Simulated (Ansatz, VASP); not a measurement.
Two plane-wave programs on Cu

The input INCAR:

```
SYSTEM = Cu
PREC = Accurate
ENCUT = 520
EDIFF = 1E-6
ISMEAR = 0
SIGMA = 0.15
LREAL = .FALSE.
LASPH = .TRUE.
NELM = 100
ALGO = Fast
ISIF = 2
LWAVE = .FALSE.
LCHARG = .FALSE.
GGA = PE
NBANDS = 12
```

Contents of KPOINTS:

```
Automatic mesh
0
G
  24 24 24
  0 0 0
```

The input POSCAR:

```
Cu
1.0
    0.0000000000      1.8106529900      2.1130320393
    1.8106529900      0.0000000000      2.1130320393
    1.8106529900      1.8106529900      0.0000000000
Cu
1
Direct
    0.0000000000      0.0000000000      0.0000000000
```

Input for Ansatz:

```yaml
crystal:
  lattice:
    - [0.0, 1.81065299, 2.1130320393]
    - [1.81065299, 0.0, 2.1130320393]
    - [1.81065299, 1.81065299, 0.0]
  atoms:
    - { symbol: Cu, position: [0.0, 0.0, 0.0] }
basis:
  ecutwfc: 520.0
kpoints:
  mp_grid: { grid: [24, 24, 24] }
hamiltonian:
  xc: pbe
  pseudopotentials: { kind: paw, azcp: { folder: soft_1 } }
scf:
  occupations: { method: gaussian, width: 0.15 }
output:
  forces: true
  stress: true
  eigenvalues: true
```

Alike in both runs: task single point; functional PBE; k mesh 24 × 24 × 24; occupations gaussian, width 0.15 eV; no spin polarisation.

```csv
,VASP,Ansatz
version,VASP 6.6.1,Ansatz 0.2.0
potentials or method,"VASP PAW PBE potentials, release 64 (Cu), cutoff 520 eV","scalar-relativistic, plane waves, PAW"
valence electrons in the cell,11,19
```

VASP gave:

```
gap on the k mesh at the Fermi level (eV)                     : none
pressure (GPa)                                                : -12.3
traceless stress, the component that is largest in VASP (GPa) : -5.39
```

Question: What did Ansatz give for the same quantities?

Answer: gap on the k mesh at the Fermi level (eV): none; pressure (GPa): -13.4; traceless stress, the component that is largest in VASP (GPa): -5.41.

A gap of «none» marks a metal or a gap that the smearing closes. VASP's potentials hold 11 valence electrons a cell and Ansatz's 19, so a difference there can come from the potentials and not from the codes.
